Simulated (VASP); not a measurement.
Wanted: the native input for a VASP 6.6.1 run.

* Task: single point
* Functional: PBE
* Potentials or basis: VASP PAW PBE potentials, release 64 (Sr_sv)
* Cutoff: 520 eV
* k mesh: 14 × 14 × 14
* Occupations: gaussian, width 0.15 eV
* Spin: no spin polarisation
* Dipole correction: no
* Further INCAR settings: ALGO = Fast; EDIFF = 1e-06; NBANDS = 11

The structure of Sr lies in POSCAR:

```
Sr
1.0
    0.0000000000      3.1944675000      3.1944675000
    3.1944675000      0.0000000000      3.1944675000
    3.1944675000      3.1944675000      0.0000000000
Sr
1
Direct
    0.0000000000      0.0000000000      0.0000000000
```

This cell differs from its parent crystal: strain +0.050 along x and y, +0.050 along z.

These files were run (other wordings do the same):

INCAR

```
SYSTEM = Sr
  PREC = Accurate
  ENCUT = 520
  EDIFF = 1E-6
  ISMEAR = 0
  SIGMA = 0.15
  LREAL = .FALSE.
  LASPH = .TRUE.
  NELM = 80
  ALGO = Fast
  ISIF = 2
  LWAVE = .FALSE.
  LCHARG = .FALSE.
  GGA = PE
  NBANDS = 11
```

KPOINTS

```
regular mesh
0
G
  14 14 14
  0 0 0
```

Potentials or basis: VASP PAW PBE potentials, release 64 (Sr_sv).

Launch:

```bash
$ cat potpaw_PBE.64/Sr_sv/POTCAR > POTCAR
$ mpirun -np 1 vasp_std > vasp.out
```

It gave:

```
Pressure               : -1.5 GPa
Band gap on the k mesh : zero (band 5 reaches 1.16 eV, above the bottom of band 6 at 0.95 eV)
```

Caveat: the cell differs from its parent crystal (strain +0.050 along x and y, +0.050 along z).

It took 68 s on 1 thread of Intel(R) Xeon(R) Platinum 8259CL CPU @ 2.50GHz (Skylake/Cascade Lake), with other jobs on the host, peak memory 0.25 GiB.
